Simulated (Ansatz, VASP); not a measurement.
One calculation of As, two programs

```
As
1.0
     3.05326    0.00000    0.00000
    -1.52663    2.64420    0.00000
     0.00000    0.00000    4.76283
As
2
Direct
  0.33333 0.66667 0.25000
  0.66667 0.33333 0.75000
```

Alike in both runs: functional PBE; k mesh 16 × 16 × 9; occupations fermi-dirac, width 0.05 eV; no spin polarisation.

Ansatz relaxed the structure, and its values are those at the end. VASP's run is a single point on that final structure, the one shown.

```csv
,VASP,Ansatz
version,VASP 6.6.1,Ansatz 0.2.0
potentials or method,"VASP PAW PBE potentials, release 64 (As)","PAW with Ansatz's default frozen-core files, scalar-relativistic"
plane-wave cutoff (eV),520,420
valence electrons in the cell,10,30
```

|  | VASP | Ansatz | Ansatz less VASP |
| --- | --- | --- | --- |
| pressure (GPa) | 0.1 | 0.0 | -0.05 |

VASP's potentials hold 10 valence electrons a cell and Ansatz's 30, so a difference there can come from the potentials and not from the codes.
